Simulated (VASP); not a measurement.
# Mo3F in VASP: further runs

The runs below take Mo3F through single point, with PBE.

Everything below comes from runs of VASP 6.6.1. Logs are shortened: lines on timing, memory, paths and dates and some standing lists are left out, and cuts for length are marked.

**1. The cell of the first run**

The cell holds a slab with vacuum, 4 atoms: a = 2.737 Å, b = 2.737 Å, c = 21.308 Å, α = 90.00°, β = 90.00°, γ = 109.47°.

**2. Single point, PBE, collinear spin**

Input file INCAR:

```
SYSTEM = Mo3F
PREC = Accurate
ENCUT = 520
EDIFF = 1E-7
ISMEAR = 0
SIGMA = 0.1
LREAL = .FALSE.
LASPH = .TRUE.
NELM = 150
ALGO = Normal
ISIF = 2
LWAVE = .FALSE.
LCHARG = .FALSE.
ISPIN = 2
MAGMOM = 0 0 0 1
LORBIT = 11
LMAXMIX = 4
LDIPOL = .TRUE.
IDIPOL = 3
DIPOL = 0.5 0.5 0.351
GGA = PE
NBANDS = 36
```

Input file KPOINTS:

```
Automatic mesh
0
G
  10 10 1
  0 0 0
```

Input file POSCAR:

```
Mo3F
1.0
    2.7370203482      0.0000000000      0.0000000000
   -0.9123401161      2.5804875313      0.0000000000
    0.0000000000      0.0000000000     21.3082144315
Mo F
3 1
Direct
    0.5000000000      0.5000000000      0.1877210319
    0.0000000000      0.0000000000      0.2888163121
    0.5000000000      0.5000000000      0.3899066465
    0.5000000000      0.5000000000      0.5386755642
```

Potentials or basis: VASP PAW PBE potentials, release 64 (Mo_sv, F).

Command:

```sh
$ cat potpaw_PBE.64/Mo_sv/POTCAR potpaw_PBE.64/F/POTCAR > POTCAR
$ mpirun -np 1 vasp_std > vasp.out
```

OUTCAR:

```text
SYSTEM = Mo3F
   PREC = Accurate
   ENCUT = 520
   EDIFF = 1E-7
   ISMEAR = 0
   LREAL = .FALSE.
   LASPH = .TRUE.
   NELM = 150
   ISIF = 2
   ISPIN = 2
   LORBIT = 11
   GGA = PE

 ion  position               nearest neighbor table
   1  0.500  0.500  0.188-   2 2.67   2 2.67   2 3.10   2 3.10
   2  0.000  0.000  0.289-   3 2.67   3 2.67   1 2.67   1 2.67   3 3.10   3 3.10   1 3.10   1 3.10

   3  0.500  0.500  0.390-   2 2.67   2 2.67   2 3.10   2 3.10
   4  0.500  0.500  0.539-

  LATTYP: Found a base centered orthorhombic cell.
 ALAT       =     3.1604388696
 B/A-ratio  =     1.4142135624
 C/A-ratio  =     6.7421694614

  Lattice vectors:

 A1 = (   2.7370203482,   0.0000000000,   0.0000000000)
 A2 = (  -0.9123401161,   2.5804875313,   0.0000000000)
 A3 = (   0.0000000000,   0.0000000000,  21.3082144315)

Analysis of symmetry for initial positions (statically):
=====================================================================
 Subroutine PRICEL returns:
 Original cell was already a primitive cell.

 Routine SETGRP: Setting up the symmetry group for a
 base centered orthorhombic supercell.

 Subroutine GETGRP returns: Found  4 space group operations
 (whereof  4 operations were pure point group operations)
 out of a pool of  8 trial point group operations.

The static configuration has the point symmetry C_2v.

Analysis of symmetry for dynamics (positions and initial velocities):
=====================================================================
 Subroutine PRICEL returns:
 Original cell was already a primitive cell.

 Routine SETGRP: Setting up the symmetry group for a
 base centered orthorhombic supercell.

 Subroutine GETGRP returns: Found  4 space group operations
 (whereof  4 operations were pure point group operations)
 out of a pool of  8 trial point group operations.

The dynamic configuration has the point symmetry C_2v.

Analysis of structural, dynamic, and magnetic symmetry:
=====================================================================
 Subroutine PRICEL returns:
 Original cell was already a primitive cell.

 Routine SETGRP: Setting up the symmetry group for a
 base centered orthorhombic supercell.

 Subroutine GETGRP returns: Found  4 space group operations
 (whereof  4 operations were pure point group operations)
 out of a pool of  8 trial point group operations.

The overall configuration has the point symmetry C_2v.

 Subroutine INISYM returns: Found  4 space group operations
 (whereof  4 operations are pure point group operations),
 and found     1 'primitive' translations

[... 137 lines left out ...]

 number of electron      49.0000006 magnetization       0.7249999

 dipolmoment           0.000000      0.000000      0.224059 electrons x Angstroem

 Free energy of the ion-electron system (eV)
  ---------------------------------------------------
  ext. energy  EPLUGINS =         0.00000000
  ---------------------------------------------------
  free energy    TOTEN  =       -32.07807651 eV

  energy without entropy =      -32.05501776  energy(sigma->0) =      -32.06654714

 E-fermi :  -0.8559     XC(G=0):  -5.9023

 val. band max:       -0.8654335984   @ k =  -0.3000   0.2000   0.0000
 cond. band min:      -0.8530378969   @ k =  -0.4000   0.4000   0.0000
 fundamental gap:      0.0123957014
 Fermi energy:        -0.8559255711

 spin component 1

 k-point     1 :       0.0000    0.0000    0.0000
  band No.  band energies     occupation
      1     -62.1300      1.00000
      2     -61.8866      1.00000
      3     -61.7970      1.00000
      4     -36.6649      1.00000
      5     -36.0447      1.00000
      6     -35.8230      1.00000
[... 925 lines left out ...]
     35       7.9383      0.00000
     36       9.0144      0.00000

 [... further k-points ...]

 spin component 2

 k-point     1 :       0.0000    0.0000    0.0000
  band No.  band energies     occupation
      1     -62.1296      1.00000
      2     -61.8842      1.00000
      3     -61.7896      1.00000
      4     -36.6625      1.00000
      5     -36.0391      1.00000
      6     -35.8227      1.00000
[... 925 lines left out ...]
     35       7.9514      0.00000
     36       9.0091      0.00000

 [... further k-points ...]

------------------------ aborting loop because EDIFF is reached ----------------------------------------

 vacuum level on the upper side and lower side of the slab       (xc-potential included)         2.668        -2.953

  FORCE on cell =-STRESS in cart. coord.  units (eV):
  Direction    XX          YY          ZZ          XY          YZ          ZX
  --------------------------------------------------------------------------------------
  -------------------------------------------------------------------------------------
  Total       -2.9993447     -2.5442148     -3.2080029      0.6436508      0.0000000      0.0000000
  in kB      -31.9308227    -27.0855405    -34.1521842      6.8522638      0.0000000      0.0000000
  external PRESSURE =     -31.0561825 kB  Pullay stress =       0.0000000 kB

 VOLUME and BASIS-vectors are now :
 -----------------------------------------------------------------------------
  energy-cutoff  :      520.00
  volume of cell :      150.50
      direct lattice vectors                 reciprocal lattice vectors
     2.737020348  0.000000000  0.000000000     0.365360820  0.129174557  0.000000000
    -0.912340116  2.580487531  0.000000000     0.000000000  0.387523671  0.000000000
     0.000000000  0.000000000 21.308214432     0.000000000  0.000000000  0.046930258

 POSITION                                       TOTAL-FORCE (eV/Angst)
 -----------------------------------------------------------------------------------
      0.91234      1.29024      4.00000        -0.000000      0.000000     -0.070913
      0.00000      0.00000      6.15416        -0.000000      0.000000      0.036443
      0.91234      1.29024      8.30821         0.000000      0.000000      1.106244
      0.91234      1.29024     11.47821        -0.000000      0.000000     -1.071773
 -----------------------------------------------------------------------------------
    total drift:                               -0.000000     -0.000000      0.000815

  FREE ENERGIE OF THE ION-ELECTRON SYSTEM (eV)
  ---------------------------------------------------
  free  energy   TOTEN  =       -32.0780765091 eV

  energy  without entropy=      -32.0550177624  energy(sigma->0) =      -32.06654714

 vacuum level on the upper side and lower side of the slab         9.500         3.728

 total charge

# of ion       s       p       d       tot
------------------------------------------
    1        2.374   6.133   3.901  12.408
    2        2.385   6.216   3.938  12.539
    3        2.358   6.123   3.900  12.381
    4        1.757   4.047   0.000   5.805
--------------------------------------------------
tot          8.875  22.519  11.739  43.133

 magnetization (x)

# of ion       s       p       d       tot
------------------------------------------
    1        0.000   0.001   0.013   0.014
    2       -0.000   0.000  -0.001  -0.001
    3        0.001   0.000   0.002   0.003
    4        0.003   0.636   0.000   0.639
--------------------------------------------------
tot          0.004   0.637   0.014   0.656
```

OSZICAR:

```text
N       E                     dE             d eps       ncg     rms          rms(c)
DAV:   1     0.483868763667E+03    0.48387E+03   -0.30232E+04  5432   0.124E+03
DAV:   2    -0.209841153628E+02   -0.50485E+03   -0.48618E+03  5352   0.380E+02
DAV:   3    -0.370354063093E+02   -0.16051E+02   -0.15495E+02  5184   0.658E+01
[... 13 lines left out ...]
DAV:  57    -0.320780741103E+02   -0.15971E-05   -0.14464E-07  3832   0.160E-03    0.474E-03
DAV:  58    -0.320780755244E+02   -0.14142E-05   -0.75451E-08  3696   0.112E-03    0.288E-03
DAV:  59    -0.320780761760E+02   -0.65155E-06   -0.16445E-07  3908   0.121E-03    0.242E-03
DAV:  60    -0.320780764127E+02   -0.23676E-06   -0.25877E-08  2856   0.594E-04    0.168E-03
DAV:  61    -0.320780765091E+02   -0.96335E-07   -0.49616E-08  3256   0.704E-04
   1 F= -.32078077E+02 E0= -.32066547E+02  d E =-.230587E-01  mag=     0.7250
```

stdout:

```text
POSCAR found type information on POSCAR MoF
 POSCAR found :  2 types and       4 ions
 scaLAPACK will be used
 LDA part: xc-table for (Slater+PW92), standard interpolation
 POSCAR, INCAR and KPOINTS ok, starting setup
 FFT: planning ... GRIDC
 FFT: planning ... GRID_SOFT
 FFT: planning ... GRID
 WAVECAR not read
 entering main loop
```

It took 28 min on 1 thread of Intel Xeon 8259CL, shared host; peak memory 0.45 GiB.

Results:

| Quantity | Value |
| --- | --- |
| Free energy | -32.0781 eV |
| Largest force | 1.106 eV/Å |
| Net moment | 0.72 μB per cell |
| Site moments | Mo +0.01, -0.00, +0.00; F +0.64 μB |
| Valence electrons inside the program's atomic spheres | Mo 12.41, 12.54, 12.38; F 5.80 |

Forces in eV/Å, atoms in the order of the input:
```
Mo   0.000  0.000 -0.071
Mo   0.000  0.000  0.036
Mo   0.000  0.000  1.106
F    0.000  0.000 -1.072
```

**3. Single point, PBE, collinear spin**

Input file INCAR:

```
PREC = Accurate ; ENCUT = 520
EDIFF = 1E-7 ; ISMEAR = 0
SIGMA = 0.1 ; LREAL = False
LASPH = True ; NELM = 150
ALGO = Normal ; ISIF = 2
LWAVE = False ; LCHARG = False
ISPIN = 2 ; MAGMOM = 0 0 0 1
LORBIT = 11 ; LMAXMIX = 4
LDIPOL = True ; IDIPOL = 3
DIPOL = 0.5 0.5 0.332 ; GGA = PE
NBANDS = 36
```

Input file KPOINTS:

```
regular mesh
0
Gamma
  10 10 1
```

Changes to POSCAR since step 2:

```diff
@@ -11,2 +11,2 @@
     0.5000000000      0.5000000000      0.3899066465
-    0.5000000000      0.5000000000      0.5386755642
+    0.5000000000      0.5000000000      0.4621792437
```

Potentials or basis: VASP PAW PBE potentials, release 64 (Mo_sv, F).

Command:

```sh
$ cat potpaw_PBE.64/Mo_sv/POTCAR potpaw_PBE.64/F/POTCAR > POTCAR
$ mpirun -np 1 vasp_std > vasp.out
```

OUTCAR:

```text
PREC = Accurate
   ENCUT = 520
   EDIFF = 1E-7
   ISMEAR = 0
   LREAL = False
   LASPH = True
   NELM = 150
   ISIF = 2
   ISPIN = 2
   LORBIT = 11
   GGA = PE

 ion  position               nearest neighbor table
   1  0.500  0.500  0.188-   2 2.67   2 2.67   2 3.10   2 3.10
   2  0.000  0.000  0.289-   3 2.67   3 2.67   1 2.67   1 2.67   3 3.10   3 3.10   1 3.10   1 3.10

   3  0.500  0.500  0.390-   4 1.54   2 2.67   2 2.67   2 3.10   2 3.10
   4  0.500  0.500  0.462-   3 1.54

  LATTYP: Found a base centered orthorhombic cell.
 ALAT       =     3.1604388696
 B/A-ratio  =     1.4142135624
 C/A-ratio  =     6.7421694614

  Lattice vectors:

 A1 = (   2.7370203482,   0.0000000000,   0.0000000000)
 A2 = (  -0.9123401161,   2.5804875313,   0.0000000000)
[... 2088 lines left out ...]

 vacuum level on the upper side and lower side of the slab       (xc-potential included)        -0.401         0.068

  FORCE on cell =-STRESS in cart. coord.  units (eV):
  Direction    XX          YY          ZZ          XY          YZ          ZX
  --------------------------------------------------------------------------------------
  -------------------------------------------------------------------------------------
  Total        0.1772792      0.5318170     35.3887946      0.5013921      0.0000000      0.0000000
  in kB        1.8873022      5.6616877    376.7467397      5.3377872      0.0000000      0.0000000
  external PRESSURE =     128.0985765 kB  Pullay stress =       0.0000000 kB

 VOLUME and BASIS-vectors are now :
 -----------------------------------------------------------------------------
  energy-cutoff  :      520.00
  volume of cell :      150.50
      direct lattice vectors                 reciprocal lattice vectors
     2.737020348  0.000000000  0.000000000     0.365360820  0.129174557  0.000000000
    -0.912340116  2.580487531  0.000000000     0.000000000  0.387523671  0.000000000
     0.000000000  0.000000000 21.308214432     0.000000000  0.000000000  0.046930258

 POSITION                                       TOTAL-FORCE (eV/Angst)
 -----------------------------------------------------------------------------------
      0.91234      1.29024      4.00000        -0.000000      0.000000      0.243873
      0.00000      0.00000      6.15416        -0.000000      0.000000     -1.644467
      0.91234      1.29024      8.30821         0.000000      0.000000    -20.012967
      0.91234      1.29024      9.84821         0.000000      0.000000     21.413560
 -----------------------------------------------------------------------------------
    total drift:                                0.000000      0.000000     -0.000957

  FREE ENERGIE OF THE ION-ELECTRON SYSTEM (eV)
  ---------------------------------------------------
  free  energy   TOTEN  =       -32.6315804031 eV

  energy  without entropy=      -32.6140083433  energy(sigma->0) =      -32.62279437

 vacuum level on the upper side and lower side of the slab         5.387         5.911

 total charge

# of ion       s       p       d       tot
------------------------------------------
    1        2.375   6.128   3.910  12.413
    2        2.392   6.211   3.985  12.588
    3        2.471   6.335   4.333  13.139
    4        1.778   4.455   0.000   6.233
--------------------------------------------------
tot          9.015  23.130  12.228  44.373

 magnetization (x)

# of ion       s       p       d       tot
------------------------------------------
    1       -0.000  -0.000  -0.000  -0.000
    2       -0.000   0.000  -0.000  -0.000
    3       -0.000  -0.000  -0.000  -0.000
    4       -0.000  -0.000   0.000  -0.000
--------------------------------------------------
tot         -0.000  -0.000  -0.000  -0.000
```

stdout:

```text
POSCAR found type information on POSCAR MoF
 POSCAR found :  2 types and       4 ions
 scaLAPACK will be used
 LDA part: xc-table for (Slater+PW92), standard interpolation
 POSCAR, INCAR and KPOINTS ok, starting setup
 FFT: planning ... GRIDC
 FFT: planning ... GRID_SOFT
 FFT: planning ... GRID
 WAVECAR not read
 entering main loop
```

It took 17 min on 1 thread of Intel Xeon 8259CL, shared host; peak memory 0.43 GiB.

Results:

| Item | Value |
| --- | --- |
| Free energy | -32.6316 eV |
| Largest force | 21.414 eV/Å |
| Net moment | 0.00 μB per cell |
| Valence electrons inside the program's atomic spheres | Mo 12.41, 12.59, 13.14; F 6.23 |

Forces on the atoms (eV/Å):
```
Mo    0.000   0.000   0.244
Mo    0.000   0.000  -1.644
Mo    0.000   0.000 -20.013
F     0.000   0.000  21.414
```

Levels at points of the mesh, in eV from the Fermi level:
Spin up:
```csv
k point,band 23,band 24,band 25,band 26,band 27,band 28
"(0.00, 0.00, 0.00)",-1.27,-0.73,-0.52,0.89,1.15,1.43
"(0.50, 0.00, 0.00)",-0.23,0.83,1.38,1.67,1.93,2.13
"(0.50, 0.50, 0.00)",0.02,0.88,1.10,1.96,3.16,3.57
```
Spin down:
```tsv
k point	band 23	band 24	band 25	band 26	band 27	band 28
(0.00, 0.00, 0.00)	-1.27	-0.73	-0.52	0.89	1.15	1.43
(0.50, 0.00, 0.00)	-0.23	0.83	1.38	1.67	1.93	2.13
(0.50, 0.50, 0.00)	0.02	0.88	1.10	1.96	3.16	3.57
```
